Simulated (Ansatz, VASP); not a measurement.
Ba: VASP beside Ansatz

```
Ba
1.0
     3.90177    0.00000    0.00000
     0.00000    3.90177    0.00000
     0.00000    0.00000    3.90177
Ba
1
Direct
  0.00000 0.00000 0.00000
```

Alike in both runs: task single point; functional BLYP; k mesh 9 × 9 × 9; occupations fermi-dirac, width 0.1 eV; no spin polarisation.

|  | VASP | Ansatz |
| --- | --- | --- |
| version | VASP 6.6.1 | Ansatz 0.2.0 |
| potentials or method | VASP PAW PBE potentials, release 64 (Ba_sv), cutoff 500 eV | plane waves (420 eV) with PAW, scalar-relativistic |
| valence electrons in the cell | 10 | 10 |

```csv
,VASP,Ansatz,Ansatz less VASP
pressure (GPa),1.2,1.0,-0.15
```

VASP's potentials were made for PBE, not for BLYP. The functional is the same, so the differences come from potentials, cutoffs and numerics.

Neither program's run includes spin-orbit coupling.
